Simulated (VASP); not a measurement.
Input of a VASP 6.6.1 run:

Contents of POSCAR:

```
Al10MoPt
1.0
    4.9142680000     -0.0326230000      0.0358520000
   -2.4853870000      4.2842960000      0.0419020000
    0.0646680000      0.1246090000      8.8511270000
Al Pt Mo
10 1 1
Direct
    0.3653920000      0.3916980000      0.2268510000
    0.0196130000      0.3263740000      0.8089260000
    0.7615580000      0.1533090000      0.2528870000
    0.6621730000      0.6462580000      0.7462390000
    0.9646050000      0.6255540000      0.2329770000
    0.4252790000      0.1041360000      0.7642300000
    0.0538240000      0.9251010000      0.9753560000
    0.0159230000      0.0235640000      0.5416570000
    0.3738110000      0.7593440000      0.0290170000
    0.6542620000      0.3001920000      0.4652720000
    0.3063890000      0.6425270000      0.5327990000
    0.6189770000      0.3535150000      0.9971310000
```

INCAR.step1

```
SYSTEM = Al10MoPt
ALGO     = Normal         ! electronic algorithm
EDIFF    = 1E-4           ! SCF threshold, eV
ENCUT    = 520            ! plane-wave cutoff, eV
GGA      = PE             ! functional
ISMEAR   = -1             ! smearing method
LASPH    = .True.         ! aspherical terms in the spheres
LCHARG   = .False.        ! write CHGCAR
LREAL    = .False.        ! projectors in reciprocal space
LWAVE    = .True.         ! write WAVECAR
NBANDS   = 39             ! bands
NELM     = 100            ! most SCF steps
PREC     = Accurate       ! precision mode
SIGMA    = 0.1            ! smearing width, eV
```

The input INCAR.step2:

```
SYSTEM = Al10MoPt
ALGO     = Normal         ! electronic algorithm
EDIFF    = 1E-6           ! SCF threshold, eV
ENCUT    = 520            ! plane-wave cutoff, eV
ISIF     = 2              ! what is computed and relaxed
ISMEAR   = -1             ! smearing method
ISTART   = 1            
LASPH    = .True.         ! aspherical terms in the spheres
LCHARG   = .False.        ! write CHGCAR
LMIXTAU  = .True.       
LREAL    = .False.        ! projectors in reciprocal space
LWAVE    = .False.        ! write WAVECAR
METAGGA  = R2SCAN         ! meta-GGA
NBANDS   = 39             ! bands
NELM     = 100            ! most SCF steps
PREC     = Accurate       ! precision mode
SIGMA    = 0.1            ! smearing width, eV
```

File KPOINTS:

```
Automatic mesh
0
Gamma
  4 4 2
  0.5 0 0
```

Potentials or basis: VASP PAW PBE potentials, release 64 (Al, Pt, Mo_sv).

Launch:

```sh
$ cat potpaw_PBE.64/Al/POTCAR potpaw_PBE.64/Pt/POTCAR potpaw_PBE.64/Mo_sv/POTCAR > POTCAR
$ cp INCAR.step1 INCAR
$ mpirun -np 1 vasp_std > vasp.out
$ cp INCAR.step2 INCAR
$ mpirun -np 1 vasp_std > vasp.out
```

(1) Predict the largest force.

(2) Estimate the pressure.

## Answers

(1) 9.592 eV/Å.

(2) 15.7 GPa.

Caveat: the k points lie up to 0.37 Å⁻¹ apart; the PAW data sets were made with another functional, which shifts forces and pressure a little.
